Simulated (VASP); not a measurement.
Wanted: the native input for a VASP 6.6.1 run.

```yaml
Task: single point
Functional: PBEsol
Potentials_or_basis: VASP PAW PBE potentials, release 64 (Mo_sv, N)
Cutoff: 520 eV
k_mesh: 12 × 12 × 18
Occupations: gaussian, width 0.15 eV
Spin: no spin polarisation
Dipole_correction: no
Further_INCAR_settings: ALGO = Normal; EDIFF = 1e-06; NBANDS = 33
```

The structure of MoN2 lies in POSCAR:

```
MoN2
1.0
    4.2866467491      0.0000000000      0.0000000000
    0.0000000000      4.2866467491      0.0000000000
    0.0000000000      0.0000000000      2.7284347069
Mo N
2 4
Direct
    0.5000000000      0.5000000000      0.0000000000
    0.0000000000      0.0000000000      0.0000000000
    0.8872955619      0.3872955619      0.4083723721
    0.1127044381      0.6127044381      0.4083723721
    0.3872955619      0.1127044381      0.4083723721
    0.6127044381      0.8872955619      0.4083723721
```

This cell differs from its parent crystal: all N atoms moved -0.250 Å, as atom 3 along Cartesian [0 0 1].

The input as run:

INCAR

```
ALGO = Normal
EDIFF = 1E-6
ENCUT = 520
GGA = PS
ISIF = 2
ISMEAR = 0
LASPH = T
LCHARG = F
LREAL = F
LWAVE = F
NBANDS = 33
NELM = 100
PREC = Accurate
SIGMA = 0.15
```

KPOINTS

```
k-points
0
Gamma
  12 12 18
```

Potentials or basis: VASP PAW PBE potentials, release 64 (Mo_sv, N).

Launch:

```sh
$ cat potpaw_PBE.64/Mo_sv/POTCAR potpaw_PBE.64/N/POTCAR > POTCAR
$ mpirun -np 1 vasp_std > vasp.out
```

It gave:

```json
{
 "Pressure": "12.1 GPa",
 "Largest force": "2.203 eV/Å",
 "Band gap on the k mesh": "zero (bands 24 and 25 overlap by 3.01 eV)"
}
```

Caveat: the cell differs from its parent crystal (all N atoms moved -0.250 Å, as atom 3 along Cartesian [0 0 1]); the cell stands under pressure; the PAW data sets were made with another functional, which shifts forces and pressure a little.

It took 7.3 min on 1 thread of Intel Xeon 8259CL, on a shared host, peak memory 0.44 GiB.
